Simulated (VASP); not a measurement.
Set up this calculation in VASP 6.6.1, as the native input.

| Item | Value |
| --- | --- |
| Task | single point |
| Functional | PBEsol |
| Potentials or basis | VASP PAW PBE potentials, release 64 (Li_sv) |
| Cutoff | 520 eV |
| k mesh | 18 × 18 × 18 |
| Occupations | gaussian, width 0.15 eV |
| Spin | no spin polarisation |
| Dipole correction | no |
| Further INCAR settings | ALGO = Normal; EDIFF = 1e-06; NBANDS = 8 |

The structure of Li lies in POSCAR:

```
Li
1.0
    0.0000000000      2.2020000000      2.1359400000
    2.2020000000      0.0000000000      2.1359400000
    2.2020000000      2.2020000000      0.0000000000
Li
1
Direct
    0.0000000000      0.0000000000      0.0000000000
```

This cell differs from its parent crystal: strain -0.0300 x Voigt [0, 0, 1, 0, 0, 0].

These files were run (other wordings do the same):

INCAR

```
  ALGO = Normal
  EDIFF = 1E-6
  ENCUT = 520
  GGA = PS
  ISIF = 2
  ISMEAR = 0
  LASPH = True
  LCHARG = True
  LELF = True
  LREAL = False
  LVHAR = True
  LWAVE = False
  NBANDS = 8
  NELM = 100
  PREC = Accurate
  SIGMA = 0.15
```

KPOINTS

```
k-points
0
Gamma
  18 18 18
```

Potentials or basis: VASP PAW PBE potentials, release 64 (Li_sv).

Run with:

```sh
$ cat potpaw_PBE.64/Li_sv/POTCAR > POTCAR
$ mpirun -np 1 vasp_std > vasp.out
```

It gave:

```
Band gap on the k mesh : zero (an odd number of electrons rules out a gap without spin polarisation)
```

Caveat: the cell differs from its parent crystal (strain -0.0300 x Voigt [0, 0, 1, 0, 0, 0]).

Wall time 15 s on 1 thread of Intel(R) Xeon(R) 6975P-C (Granite Rapids), on a shared host, peak memory 0.18 GiB.
